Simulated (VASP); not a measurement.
Cu, 2 atoms in the cell. Symmetry: Cmcm, No. 63, orthorhombic system. The conventional cell has a = 2.485 Å, b = 8.109 Å, c = 2.524 Å, α = 90.00°, β = 90.00°, γ = 90.00°. Cu (site symmetry m2m) has 10 Cu at 2.48 to 2.59 Å within 3.3 Å.  This cell differs from its parent crystal: volume scaled by 1.06.

```yaml
Program: VASP 6.6.1
Task: single point
Functional: LDA
Potentials_or_basis: VASP PAW LDA potentials, release 64 (Cu)
Cutoff: 520 eV
k_mesh: 11 × 11 × 11
Occupations: fermi-dirac, width 0.05 eV
Spin: no spin polarisation
Dipole_correction: no
Further_INCAR_settings: ALGO = Normal; EDIFF = 1e-06; NBANDS = 18
```

Potentials or basis: VASP PAW LDA potentials, release 64 (Cu).

The run is started by

```sh
$ cat potpaw_LDA.64/Cu/POTCAR > POTCAR
$ mpirun -np 1 vasp_std > vasp.out
```

Hardware: 1 thread of Intel(R) Xeon(R) 6975P-C (Granite Rapids) (shared host).

Problem. How long does it take, and how much memory?

Solution. It took 30 s on 1 thread of Intel(R) Xeon(R) 6975P-C (Granite Rapids) (shared host), peak memory 0.2 GiB. Counts: scf iterations 12, k points 216.
